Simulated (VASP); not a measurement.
# TiO2 (I4_1/amd) in VASP: single point with PBEsol

Aim: the single point of TiO2 with PBEsol.

Program: VASP 6.6.1. These are calculated values, not measurements. Logs are shortened: lines on timing, memory, paths and dates and some standing lists are left out, and cuts for length are marked.

## 1. The cell of the first run

It takes space group I4_1/amd (No. 141, tetragonal). The conventional cell has a = 3.770 Å, b = 3.770 Å, c = 9.552 Å, α = 90.00°, β = 90.00°, γ = 90.00°. Ti (site symmetry -4m2) has 6 O at 1.93 to 1.98 Å within 2.6 Å. O (site symmetry 2mm) has 3 Ti at 1.93 to 1.98 Å and 2 O at 2.46 Å within 2.6 Å.

## 2. Single point, PBEsol

INCAR reads:

```
PREC = Accurate ; ENCUT = 520
EDIFF = 1E-6 ; ISMEAR = -1
SIGMA = 0.08 ; LREAL = F
LASPH = T ; NELM = 60
ALGO = Normal ; ISIF = 2
LWAVE = F ; LCHARG = T
GGA = PS ; LELF = T
LVHAR = T ; NBANDS = 33
```

KPOINTS reads:

```
Automatic mesh
0
Gamma
  12 12 12
```

POSCAR reads:

```
TiO2
1.0
   -1.8848884956      1.8848884956      4.7758817725
    1.8848884956     -1.8848884956      4.7758817725
    1.8848884956      1.8848884956     -4.7758817725
Ti O
2 4
Direct
    0.0000000000      0.0000000000      0.0000000000
    0.7500000000      0.2500000000      0.5000000000
    0.2075272027      0.2075272027      0.0000000000
    0.9575272027      0.4575272027      0.5000000000
    0.5424727973      0.0424727973      0.5000000000
    0.7924727973      0.7924727973      0.0000000000
```

Potentials or basis: VASP PAW PBE potentials, release 64 (Ti_sv, O).

On the command line:

```
> cat potpaw_PBE.64/Ti_sv/POTCAR potpaw_PBE.64/O/POTCAR > POTCAR
> mpirun -np 1 vasp_std > vasp.out
```

OUTCAR:

```text
PREC = Accurate
   ENCUT = 520
   EDIFF = 1E-6
   ISMEAR = -1
   LREAL = F
   LASPH = T
   NELM = 60
   ISIF = 2
   GGA = PS

 ion  position               nearest neighbor table
   1  0.000  0.000  0.000-   4 1.93   5 1.93   5 1.93   4 1.93   3 1.98   6 1.98
   2  0.750  0.250  0.500-   3 1.93   6 1.93   6 1.93   3 1.93   4 1.98   5 1.98
   3  0.208  0.208  0.000-   2 1.93   2 1.93   1 1.98
   4  0.958  0.458  0.500-   1 1.93   1 1.93   2 1.98
   5  0.542  0.042  0.500-   1 1.93   1 1.93   2 1.98
   6  0.792  0.792  0.000-   2 1.93   2 1.93   1 1.98

  LATTYP: Found a body centered tetragonal cell.
 ALAT       =     3.7697769912
 C/A-ratio  =     2.5337741642

  Lattice vectors:

 A1 = (  -1.8848884956,   1.8848884956,   4.7758817725)
 A2 = (   1.8848884956,  -1.8848884956,   4.7758817725)
 A3 = (   1.8848884956,   1.8848884956,  -4.7758817725)

Analysis of symmetry for initial positions (statically):
=====================================================================
 Subroutine PRICEL returns:
 Original cell was already a primitive cell.

 Routine SETGRP: Setting up the symmetry group for a
 body centered tetragonal supercell.

 Subroutine GETGRP returns: Found 16 space group operations
 (whereof  8 operations were pure point group operations)
 out of a pool of 16 trial point group operations.

The static configuration has the point symmetry D_2d.
 The point group associated with its full space group is D_4h.

Analysis of symmetry for dynamics (positions and initial velocities):
=====================================================================
 Subroutine PRICEL returns:
 Original cell was already a primitive cell.

 Routine SETGRP: Setting up the symmetry group for a
 body centered tetragonal supercell.

 Subroutine GETGRP returns: Found 16 space group operations
 (whereof  8 operations were pure point group operations)
 out of a pool of 16 trial point group operations.

The dynamic configuration has the point symmetry D_2d.
 The point group associated with its full space group is D_4h.

 Subroutine INISYM returns: Found 16 space group operations
 (whereof  8 operations are pure point group operations),
 and found     1 'primitive' translations

[... 92 lines left out ...]
 SYSTEM =  unknown system
   PREC   = accura    normal or accurate (medium, high low for compatibility)
   ISTART =      0    job   : 0-new  1-cont  2-samecut
   ICHARG =      2    charge: 1-file 2-atom 10-const
   ISPIN  =      1    spin polarized calculation?
   LNONCOLLINEAR =      F non collinear calculations
   LSORBIT =      F    spin-orbit coupling
   LASPH  =      T    aspherical Exc in radial PAW
   ENCUT  =  520.0 eV  38.22 Ry    6.18 a.u.  10.17 10.17 10.17*2*pi/ulx,y,z
   NELM   =     60;   NELMIN=  2; NELMDL= -5     # of ELM steps
   EDIFF  = 0.1E-05   stopping-criterion for ELM
   LREAL  =      F    real-space projection
[... 7 lines left out ...]
   TEBEG  =    0.0;   TEEND  =   0.0 temperature during run
   PSTRESS=    0.0 pullay stress
   NELECT =      48.0000    total number of electrons
   NUPDOWN=      -1.0000    fix difference up-down
   EMIN   =  10.00;   EMAX   =-10.00  energy-range for DOS
   EFERMI =   0.00;   METHOD = LEGACY
   ISMEAR =    -1;   SIGMA  =   0.08  broadening in eV -4-tet -1-fermi 0-gaus
   EFERMI_NEDOS =   21; number of points for ismear=-14 and -15
   IALGO  =     38    algorithm
   IMIX   =      4    mixing-type and parameters
     AMIX     =   0.40;   BMIX     =  1.00
     AMIX_MAG =   1.60;   BMIX_MAG =  1.00
  volume/ion in A,a.u.               =      11.31        76.34
  Fermi-wavevector in a.u.,A,eV,Ry     =   1.458569  2.756296 28.945350  2.127423
  Thomas-Fermi vector in A             =   2.575238
   LORBIT       =      0    0 simple, 1 ext, 2 COOP (PROOUT), +10 PAW based schemes
   GGA     = PS    functional components
   LHFCALC =     F    Hartree Fock is set to
   AEXX    =    0.0000 exact exchange contribution
   IVDW    =     0    specifies the selected vdW correction
   LEPSILON=     F    determine dielectric tensor
   LRPA    =     F    only Hartree local field effects (RPA)
 non-spin polarized calculation
  energy-cutoff  :      520.00
  volume of cell :       67.87
 maximum number of plane-waves:      1850
 NGX is ok and might be reduce to    42
   NGX = 21   NGY = 21   NGZ = 21

 number of electron      47.9999993 magnetization

 Free energy of the ion-electron system (eV)
  ---------------------------------------------------
  ext. energy  EPLUGINS =         0.00000000
  ---------------------------------------------------
  free energy    TOTEN  =       -56.21747280 eV

  energy without entropy =      -56.21747263  energy(sigma->0) =      -56.21747271

 E-fermi :   4.4611     XC(G=0): -11.0356

 val. band max:        3.3170469468   @ k =  -0.4167   0.4167   0.0000
 cond. band min:       5.4035977209   @ k =   0.0000   0.0000   0.0000
 fundamental gap:      2.0865507741
 Fermi energy:         4.4611227112

 k-point     1 :       0.0000    0.0000    0.0000
  band No.  band energies     occupation
      1     -52.7901      2.00000
      2     -52.7277      2.00000
      3     -29.3826      2.00000
      4     -29.1336      2.00000
      5     -29.1336      2.00000
      6     -29.0605      2.00000
[... 853 lines left out ...]
     32      10.0382      0.00000
     33      10.1825      0.00000

 [... further k-points ...]

------------------------ aborting loop because EDIFF is reached ----------------------------------------

  FORCE on cell =-STRESS in cart. coord.  units (eV):
  Direction    XX          YY          ZZ          XY          YZ          ZX
  --------------------------------------------------------------------------------------
  -------------------------------------------------------------------------------------
  Total        0.2912816      0.2912816      0.3283714      0.0000000      0.0000000      0.0000000
  in kB        6.8760455      6.8760455      7.7515933      0.0000000      0.0000000      0.0000000
  external PRESSURE =       7.1678948 kB  Pullay stress =       0.0000000 kB

 VOLUME and BASIS-vectors are now :
 -----------------------------------------------------------------------------
  energy-cutoff  :      520.00
  volume of cell :       67.87
      direct lattice vectors                 reciprocal lattice vectors
    -1.884888496  1.884888496  4.775881773     0.000000000  0.265267681  0.104692709
     1.884888496 -1.884888496  4.775881773     0.265267681  0.000000000  0.104692709
     1.884888496  1.884888496 -4.775881773     0.265267681  0.265267681  0.000000000

 POSITION                                       TOTAL-FORCE (eV/Angst)
 -----------------------------------------------------------------------------------
      0.00000      0.00000      0.00000        -0.000000     -0.000000     -0.000000
      0.00000      1.88489      2.38794        -0.000000     -0.000000     -0.000000
      0.00000      0.00000      1.98225        -0.000000     -0.000000      0.020036
      0.00000      1.88489      4.37019         0.000000      0.000000      0.020036
     -0.00000      1.88489      0.40569        -0.000000     -0.000000     -0.020036
      0.00000      0.00000      7.56951         0.000000      0.000000     -0.020036
 -----------------------------------------------------------------------------------
    total drift:                               -0.000000     -0.000000      0.000000

  FREE ENERGIE OF THE ION-ELECTRON SYSTEM (eV)
  ---------------------------------------------------
  free  energy   TOTEN  =       -56.2174727976 eV

  energy  without entropy=      -56.2174726259  energy(sigma->0) =      -56.21747271
```

OSZICAR:

```text
N       E                     dE             d eps       ncg     rms          rms(c)
DAV:   1     0.656149667996E+03    0.65615E+03   -0.24164E+04 10766   0.169E+03
DAV:   2     0.281994453717E+02   -0.62795E+03   -0.58328E+03 11708   0.506E+02
DAV:   3    -0.676058281889E+02   -0.95805E+02   -0.94067E+02 14771   0.189E+02
DAV:   4    -0.722841228408E+02   -0.46783E+01   -0.46685E+01 16041   0.406E+01
DAV:   5    -0.724654009780E+02   -0.18128E+00   -0.18125E+00 13796   0.631E+00    0.323E+01
DAV:   6    -0.564010252586E+02    0.16064E+02   -0.73226E+01 15151   0.877E+01    0.108E+01
DAV:   7    -0.564457803406E+02   -0.44755E-01   -0.13655E+01 14476   0.307E+01    0.965E+00
DAV:   8    -0.562203853592E+02    0.22539E+00   -0.65885E-01 14572   0.842E+00    0.508E+00
DAV:   9    -0.562428163290E+02   -0.22431E-01   -0.47418E-01 15512   0.651E+00    0.175E+00
DAV:  10    -0.562235974921E+02    0.19219E-01   -0.14435E-01 15014   0.453E+00    0.814E-01
DAV:  11    -0.562174778885E+02    0.61196E-02   -0.24675E-02 14941   0.987E-01    0.161E-01
DAV:  12    -0.562175938417E+02   -0.11595E-03   -0.12845E-03 12791   0.416E-01    0.119E-01
DAV:  13    -0.562175144995E+02    0.79342E-04   -0.72947E-04 14554   0.367E-01    0.516E-02
DAV:  14    -0.562174725446E+02    0.41955E-04   -0.10778E-04 15310   0.997E-02    0.882E-03
DAV:  15    -0.562174727976E+02   -0.25295E-06   -0.92066E-06 14079   0.263E-02
   1 F= -.56217473E+02 E0= -.56217473E+02  d E =-.171652E-06
```

Wall time 9.9 min (1 thread of Intel Xeon Platinum 8259CL at 2.50GHz (Skylake/Cascade Lake), shared host); peak memory 0.45 GiB.

What came out:

```yaml
Free_energy: -56.2175 eV
Pressure: 0.7 GPa
Largest_force: 0.020 eV/Å
Band_gap_on_the_k_mesh: 2.09 eV (least direct gap 2.42 eV)
```

Forces on the atoms (eV/Å):
```
Ti   0.000  0.000  0.000
Ti   0.000  0.000  0.000
O    0.000  0.000  0.020
O    0.000  0.000  0.020
O    0.000  0.000 -0.020
O    0.000  0.000 -0.020
```

Caveat: the PAW data sets were made with another functional, which shifts forces and pressure a little.
